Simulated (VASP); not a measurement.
Set up this calculation in VASP 6.6.1, as the native input.

- Task: single point
- Functional: LDA
- Potentials or basis: VASP PAW LDA potentials, release 64 (Ga_d)
- Cutoff: 520 eV
- k mesh: 18 × 18 × 16
- Occupations: gaussian, width 0.1 eV
- Spin: no spin polarisation
- Dipole correction: no
- Further INCAR settings: ALGO = Normal; EDIFF = 1e-06; NBANDS = 20

The structure of Ga lies in POSCAR:

```
Ga
1.0
    1.4500000000     -4.0650000000      0.0000000000
    1.4500000000      4.0650000000      0.0000000000
    0.0000000000      0.0000000000      3.1700000000
Ga
2
Direct
    0.1330000000      0.8670000000      0.7500000000
    0.8670000000      0.1330000000      0.2500000000
```

These files were run (other wordings do the same):

INCAR

```
PREC     = Accurate       # precision mode
ENCUT    = 520            # plane-wave cutoff, eV
EDIFF    = 1E-6           # SCF threshold, eV
ISMEAR   = 0              # smearing method
SIGMA    = 0.1            # smearing width, eV
LREAL    = False          # projectors in reciprocal space
LASPH    = True           # aspherical terms in the spheres
NELM     = 80             # most SCF steps
ALGO     = Normal         # electronic algorithm
ISIF     = 2              # what is computed and relaxed
LWAVE    = False          # write WAVECAR
LCHARG   = True           # write CHGCAR
GGA      = CA             # functional
LELF     = True           # ELF
LVHAR    = True         
NBANDS   = 20             # bands
```

KPOINTS

```
regular mesh
0
Gamma
  18 18 16
```

Potentials or basis: VASP PAW LDA potentials, release 64 (Ga_d).

The run is started by

```console
$ cat potpaw_LDA.64/Ga_d/POTCAR > POTCAR
$ mpirun -np 1 vasp_std > vasp.out
```

Results of the run:

The pressure is -3.8 GPa, the largest force is 0.187 eV/Å and the band gap on the k mesh is zero (band 13 reaches 10.48 eV, above the bottom of band 14 at 1.19 eV).

Run time: 4.1 min on 1 thread of Intel(R) Xeon(R) Platinum 8488C (Sapphire Rapids), on a shared host, peak memory 0.54 GiB.
